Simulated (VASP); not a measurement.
# In (P6/mmm) in VASP: a series of runs, part 2 of 2

VASP 6.6.1. Earlier steps stand in the parts before.

## 3. Single point, PBE

Contents of INCAR:

```
  ALGO = Normal
  EDIFF = 1E-6
  ENCUT = 520
  GGA = PE
  ISIF = 2
  ISMEAR = -1
  LASPH = True
  LCHARG = True
  LELF = True
  LREAL = False
  LVHAR = True
  LWAVE = False
  NBANDS = 26
  NELM = 100
  PREC = Accurate
  SIGMA = 0.1
```

Contents of KPOINTS:

```
k-points
0
Gamma
  8 8 10
```

Contents of POSCAR:

```
In
1.0
    5.4007920269      0.0000000000      0.0000000000
   -2.7003960135      4.6772230959      0.0000000000
    0.0000000000      0.0000000000      3.3183360954
In
3
Direct
    0.0000000000      0.0000000000      0.0000000000
    0.3333333333      0.6666666667      0.5000000000
    0.6666666667      0.3333333333      0.5000000000
```

Potentials or basis: VASP PAW PBE potentials, release 64 (In_d).

Launch:

```
$ cat potpaw_PBE.64/In_d/POTCAR > POTCAR
$ mpirun -np 1 vasp_std > vasp.out
```

OUTCAR:

```text
EDIFF = 1E-6
   ENCUT = 520
   GGA = PE
   ISIF = 2
   ISMEAR = -1
   LASPH = True
   LREAL = False
   NELM = 100
   PREC = Accurate

 ion  position               nearest neighbor table
   1  0.000  0.000  0.000-   2 3.53   3 3.53   2 3.53   3 3.53   3 3.53   3 3.53   2 3.53   2 3.53
                             3 3.53   3 3.53   2 3.53   2 3.53
   2  0.333  0.667  0.500-   3 3.12   3 3.12   3 3.12   1 3.53   1 3.53   1 3.53   1 3.53   1 3.53
                             1 3.53
   3  0.667  0.333  0.500-   2 3.12   2 3.12   2 3.12   1 3.53   1 3.53   1 3.53   1 3.53   1 3.53
                             1 3.53

  LATTYP: Found a hexagonal cell.
 ALAT       =     5.4007920269
 C/A-ratio  =     0.6144165668

  Lattice vectors:

 A1 = (   5.4007920269,   0.0000000000,   0.0000000000)
 A2 = (  -2.7003960135,   4.6772230959,   0.0000000000)
 A3 = (   0.0000000000,   0.0000000000,   3.3183360954)

Analysis of symmetry for initial positions (statically):
=====================================================================
 Subroutine PRICEL returns:
 Original cell was already a primitive cell.

 Routine SETGRP: Setting up the symmetry group for a
 hexagonal supercell.

 Subroutine GETGRP returns: Found 24 space group operations
 (whereof 24 operations were pure point group operations)
 out of a pool of 24 trial point group operations.

The static configuration has the point symmetry D_6h.

Analysis of symmetry for dynamics (positions and initial velocities):
=====================================================================
 Subroutine PRICEL returns:
 Original cell was already a primitive cell.

 Routine SETGRP: Setting up the symmetry group for a
 hexagonal supercell.

 Subroutine GETGRP returns: Found 24 space group operations
 (whereof 24 operations were pure point group operations)
 out of a pool of 24 trial point group operations.

The dynamic configuration has the point symmetry D_6h.

 Subroutine INISYM returns: Found 24 space group operations
 (whereof 24 operations are pure point group operations),
 and found     1 'primitive' translations

----------------------------------------------------------------------------------------

                                     Primitive cell

  volume of cell :      83.8235

  direct lattice vectors                    reciprocal lattice vectors
     5.400792027  0.000000000  0.000000000     0.185158028  0.106901037  0.000000000
    -2.700396013  4.677223096  0.000000000     0.000000000  0.213802074  0.000000000
     0.000000000  0.000000000  3.318336095     0.000000000  0.000000000  0.301355852

  length of vectors
     5.400792027  5.400792027  3.318336095     0.213802074  0.213802074  0.301355852

  position of ions in fractional coordinates (direct lattice)
     0.000000000  0.000000000  0.000000000
     0.333333333  0.666666667  0.500000000
     0.666666667  0.333333333  0.500000000

  ion indices of the primitive-cell ions
   primitive index   ion index
                 1           1
                 2           2
                 3           3

----------------------------------------------------------------------------------------

 KPOINTS: k-points

Automatic generation of k-mesh.
 Grid dimensions read from file:
 generate k-points for:    8    8   10

 Generating k-lattice:

  Cartesian coordinates                     Fractional coordinates (reciprocal lattice)
     0.023144753  0.013362630  0.000000000     0.125000000  0.000000000  0.000000000
     0.000000000  0.026725259  0.000000000     0.000000000  0.125000000  0.000000000
     0.000000000  0.000000000  0.030135585     0.000000000  0.000000000  0.100000000

  Length of vectors
     0.026725259  0.026725259  0.030135585

  Shift w.r.t. Gamma in fractional coordinates (k-lattice)
     0.000000000  0.000000000  0.000000000

 Subroutine IBZKPT returns following result:
 ===========================================

 Found     60 irreducible k-points:

 Following reciprocal coordinates:
            Coordinates               Weight
  0.000000  0.000000  0.000000      1.000000
  0.125000 -0.000000  0.000000      6.000000
  0.250000 -0.000000  0.000000      6.000000
  0.375000  0.000000  0.000000      6.000000
  0.500000 -0.000000  0.000000      3.000000
  0.125000  0.125000  0.000000      6.000000
[... 16 lines left out ...]
  0.250000 -0.000000  0.200000     12.000000
  0.375000  0.000000  0.200000     12.000000
 [... further k-points ...]
   k-points           NKPTS =     60   k-points in BZ     NKDIM =     60   number of bands    NBANDS=     26
   number of dos      NEDOS =    301   number of ions     NIONS =      3
   total plane-waves  NPLWV =  44800
   dimension x,y,z NGX =    40 NGY =   40 NGZ =   28
   dimension x,y,z NGXF=    80 NGYF=   80 NGZF=   56
   ions per type =               3
   NGX,Y,Z   is equivalent  to a cutoff of  12.31, 12.31, 14.03 a.u.
   NGXF,Y,Z  is equivalent  to a cutoff of  24.63, 24.63, 28.06 a.u.
 SYSTEM =  unknown system
   PREC   = accura    normal or accurate (medium, high low for compatibility)
   ISTART =      0    job   : 0-new  1-cont  2-samecut
   ICHARG =      2    charge: 1-file 2-atom 10-const
   ISPIN  =      1    spin polarized calculation?
   LNONCOLLINEAR =      F non collinear calculations
   LSORBIT =      F    spin-orbit coupling
   LASPH  =      T    aspherical Exc in radial PAW
   ENCUT  =  520.0 eV  38.22 Ry    6.18 a.u.  10.04 10.04  6.17*2*pi/ulx,y,z
   NELM   =    100;   NELMIN=  2; NELMDL= -5     # of ELM steps
   EDIFF  = 0.1E-05   stopping-criterion for ELM
   LREAL  =      F    real-space projection
   EDIFFG = 0.1E-04   stopping-criterion for IOM
   NSW    =      0    number of steps for IOM
   IBRION =     -1    ionic relax: 0-MD 1-quasi-New 2-CG
   NFREE  =      0    steps in history (QN), initial steepest desc. (CG)
   ISIF   =      2    stress and relaxation
   ISYM   =      2    0-nonsym 1-usesym 2-fastsym
   POTIM  = 0.5000    time-step for ionic-motion
   TEBEG  =    0.0;   TEEND  =   0.0 temperature during run
   PSTRESS=    0.0 pullay stress
   NELECT =      39.0000    total number of electrons
   NUPDOWN=      -1.0000    fix difference up-down
   EMIN   =  10.00;   EMAX   =-10.00  energy-range for DOS
   EFERMI =   0.00;   METHOD = LEGACY
   ISMEAR =    -1;   SIGMA  =   0.10  broadening in eV -4-tet -1-fermi 0-gaus
   EFERMI_NEDOS =   21; number of points for ismear=-14 and -15
   IALGO  =     38    algorithm
   IMIX   =      4    mixing-type and parameters
     AMIX     =   0.40;   BMIX     =  1.00
     AMIX_MAG =   1.60;   BMIX_MAG =  1.00
  volume/ion in A,a.u.               =      27.94       188.56
  Fermi-wavevector in a.u.,A,eV,Ry     =   1.268550  2.397213 21.894769  1.609220
  Thomas-Fermi vector in A             =   2.401639
   LORBIT       =      0    0 simple, 1 ext, 2 COOP (PROOUT), +10 PAW based schemes
   GGA     = PE    functional components
   LHFCALC =     F    Hartree Fock is set to
   AEXX    =    0.0000 exact exchange contribution
   IVDW    =     0    specifies the selected vdW correction
   LEPSILON=     F    determine dielectric tensor
   LRPA    =     F    only Hartree local field effects (RPA)
 non-spin polarized calculation
  energy-cutoff  :      520.00
  volume of cell :       83.82
 maximum number of plane-waves:      2284
   NGX = 21   NGY = 21   NGZ = 13

 number of electron      39.0000007 magnetization

 Free energy of the ion-electron system (eV)
  ---------------------------------------------------
  ext. energy  EPLUGINS =         0.00000000
  ---------------------------------------------------
  free energy    TOTEN  =        -7.63546894 eV

  energy without entropy =       -7.58389005  energy(sigma->0) =       -7.60967949

 E-fermi :   6.8165     XC(G=0):  -9.9395

 val. band max:        6.7739663753   @ k =   0.2500   0.2500   0.0000
 cond. band min:       6.8797409887   @ k =   0.2500  -0.0000   0.5000
 fundamental gap:      0.1057746134
 Fermi energy:         6.8164673025

 k-point     1 :       0.0000    0.0000    0.0000
  band No.  band energies     occupation
      1      -7.9985      2.00000
      2      -7.7987      2.00000
      3      -7.7957      2.00000
      4      -7.7957      2.00000
      5      -7.7799      2.00000
      6      -7.6896      2.00000
[... 18 lines left out ...]
     25      17.1985      0.00000
     26      17.2577      0.00000
[... 644 lines left out ...]
      4      -7.7836      2.00000
      5      -7.7639      2.00000
      6      -7.7124      2.00000
[... 18 lines left out ...]
     25      12.5315      0.00000
     26      12.8546      0.00000

 [... further k-points ...]
[... 5 lines left out ...]
  --------------------------------------------------------------------------------------
  -------------------------------------------------------------------------------------
  Total       -0.0141905     -0.0141905     -0.0320652      0.0000000     -0.0000000     -0.0000000
  in kB       -0.2712324     -0.2712324     -0.6128853      0.0000000     -0.0000000     -0.0000000
  external PRESSURE =      -0.3851167 kB  Pullay stress =       0.0000000 kB

 VOLUME and BASIS-vectors are now :
 -----------------------------------------------------------------------------
  energy-cutoff  :      520.00
  volume of cell :       83.82
      direct lattice vectors                 reciprocal lattice vectors
     5.400792027  0.000000000  0.000000000     0.185158028  0.106901037  0.000000000
    -2.700396013  4.677223096  0.000000000     0.000000000  0.213802074  0.000000000
     0.000000000  0.000000000  3.318336095     0.000000000  0.000000000  0.301355852

 POSITION                                       TOTAL-FORCE (eV/Angst)
 -----------------------------------------------------------------------------------
      0.00000      0.00000      0.00000         0.000000      0.000000      0.000000
     -0.00000      3.11815      1.65917        -0.000000      0.000000     -0.000000
      2.70040      1.55907      1.65917         0.000000     -0.000000      0.000000
 -----------------------------------------------------------------------------------
    total drift:                               -0.000000      0.000000      0.000000

  FREE ENERGIE OF THE ION-ELECTRON SYSTEM (eV)
  ---------------------------------------------------
  free  energy   TOTEN  =        -7.6354689397 eV

  energy  without entropy=       -7.5838900482  energy(sigma->0) =       -7.60967949
```

OSZICAR:

```text
N       E                     dE             d eps       ncg     rms          rms(c)
DAV:   1     0.346910353051E+03    0.34691E+03   -0.18836E+04  3120   0.200E+03
DAV:   2     0.223631590313E+02   -0.32455E+03   -0.32058E+03  3130   0.440E+02
DAV:   3    -0.666610015159E+01   -0.29029E+02   -0.28771E+02  3686   0.158E+02
DAV:   4    -0.765328160293E+01   -0.98718E+00   -0.98603E+00  3756   0.325E+01
DAV:   5    -0.770808138084E+01   -0.54800E-01   -0.54797E-01  5030   0.587E+00    0.359E+00
DAV:   6    -0.764782499115E+01    0.60256E-01   -0.12428E-01  4108   0.503E+00    0.174E+00
DAV:   7    -0.763606912815E+01    0.11756E-01   -0.39680E-02  4126   0.257E+00    0.387E-01
DAV:   8    -0.763542961360E+01    0.63951E-03   -0.32186E-03  3490   0.718E-01    0.476E-02
DAV:   9    -0.763546497881E+01   -0.35365E-04   -0.21015E-04  4594   0.151E-01    0.218E-02
DAV:  10    -0.763546884446E+01   -0.38657E-05   -0.14439E-05  4072   0.361E-02    0.917E-03
DAV:  11    -0.763546893973E+01   -0.95270E-07   -0.75461E-07  1934   0.960E-03
   1 F= -.76354689E+01 E0= -.76096795E+01  d E =-.515789E-01
```

It took 74 s on 1 thread of Intel Xeon Platinum 8259CL at 2.50GHz (Skylake/Cascade Lake), shared host; peak memory 0.25 GiB.

Results:

```yaml
Free_energy: -7.6355 eV
Pressure: 0.0 GPa
```

Levels at points of the mesh, in eV from the Fermi level:
```csv
k point,band 17,band 18,band 19,band 20,band 21,band 22
"(0.00, 0.00, 0.00)",-2.86,-2.63,-0.93,-0.93,-0.80,-0.80
"(0.50, 0.00, 0.00)",-7.25,-3.92,-2.96,3.34,3.46,4.58
"(0.00, 0.00, 0.50)",-4.90,0.46,1.00,1.02,1.17,1.17
"(0.50, 0.00, 0.50)",-3.83,-3.44,-2.55,-0.39,0.13,0.14
```

Caveat: spin-orbit coupling is left out, which moves the levels of the heavy elements.
